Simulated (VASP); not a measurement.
Set up this calculation in VASP 6.6.1, as the native input.

```yaml
Task: single point
Functional: PBE
Dispersion: D3(BJ)
Potentials_or_basis: VASP PAW PBE potentials, release 64 (S, C)
Cutoff: 520 eV
k_mesh: 1 × 1 × 1
Occupations: fermi-dirac, width 0.02 eV
Spin: no spin polarisation
Dipole_correction: no
Further_INCAR_settings: LREAL = Auto; ALGO = Normal; EDIFF = 1e-06; NBANDS = 120
```

The structure of CS2 lies in POSCAR:

```
CS2
1.0
   10.6265860000      0.0000000000      0.0000000000
    0.0000000000     10.6265860000      0.0000000000
    0.0000000000      0.0000000000     10.6265860000
S C
24 12
Direct
    0.5019203722      0.7126465640      0.7777474346
    0.6711656971      0.7540521481      0.5398723541
    0.2306196929      0.3600309638      0.8094227064
    0.4595737521      0.3997709142      0.6313692845
    0.2401053358      0.9768988836      0.8377384797
    0.3174302641      0.9741604688      0.5593423890
   -0.0489526928     -0.0913181336      0.6482326497
   -0.0281840282      0.1116915630      0.4398308168
    0.8032871517      0.4903926811     -0.0361640135
    1.0670877740      0.4796836915      0.0932848988
    0.4752608222      0.2144244633      0.2666143200
    0.7142369148      0.3747205358      0.3146259768
    0.5682634103     -0.0295861719      1.0052899398
    0.5512871208      0.2461373766      0.9129272562
    0.7782461837      0.7546920526      0.1822128010
    0.9733794090      0.8446080425     -0.0186231025
    0.4020858628      0.6039380851      0.3530014249
    0.4245672128      0.5510330411      0.0642633485
   -0.0745676928      0.5043200140      0.6221377214
    0.1288937011      0.4239461291      0.4263363605
    0.8611702761      0.1301546894      0.1148252129
    0.9146587625      0.1606066144     -0.1709109586
    0.0815219488      0.7322483439      0.3329008959
    0.2783113975      0.9040909282      0.1916325714
    0.5889850230      0.7332176110      0.6568148980
    0.3553540149      0.3666558573      0.7301968854
    0.2778314691      0.9767577282      0.6991144663
   -0.0357405473      0.0110854041      0.5442481715
    0.9390598260      0.4889246650      0.0224813501
    0.5919304657      0.2949677347      0.2936596947
    0.5594459029      0.1085767339      0.9575700041
    0.8726791464      0.8031836377      0.0821900844
    0.4171518491      0.5729309488      0.2113943274
    0.0297085066      0.4695581441      0.5253427582
    0.8939371497      0.1621216824     -0.0217473420
    0.1752303139      0.8220890510      0.2614103909
```

The input as run:

INCAR

```
SYSTEM = CS2
  PREC = Accurate
  ENCUT = 520
  EDIFF = 1E-6
  ISMEAR = -1
  SIGMA = 0.02
  LREAL = Auto
  LASPH = .True.
  NELM = 60
  ALGO = Normal
  ISIF = 2
  LWAVE = .False.
  LCHARG = .False.
  GGA = PE
  IVDW = 12
  NBANDS = 120
```

KPOINTS

```
regular mesh
0
Gamma
  1 1 1
  0 0 0
```

Potentials or basis: VASP PAW PBE potentials, release 64 (S, C).

Launch:

```console
$ cat potpaw_PBE.64/S/POTCAR potpaw_PBE.64/C/POTCAR > POTCAR
$ mpirun -np 1 vasp_gam > vasp.out
```

It gave:

* Pressure: -0.4 GPa
* Largest force: 2.944 eV/Å
* Band gap on the k mesh: 2.89 eV
* Dispersion energy per atom: -0.123 eV

Caveat: the k points lie up to 0.59 Å⁻¹ apart.

It took 5 min on 1 thread of Intel(R) Xeon(R) Platinum 8488C (Sapphire Rapids), on a shared host, peak memory 0.89 GiB.
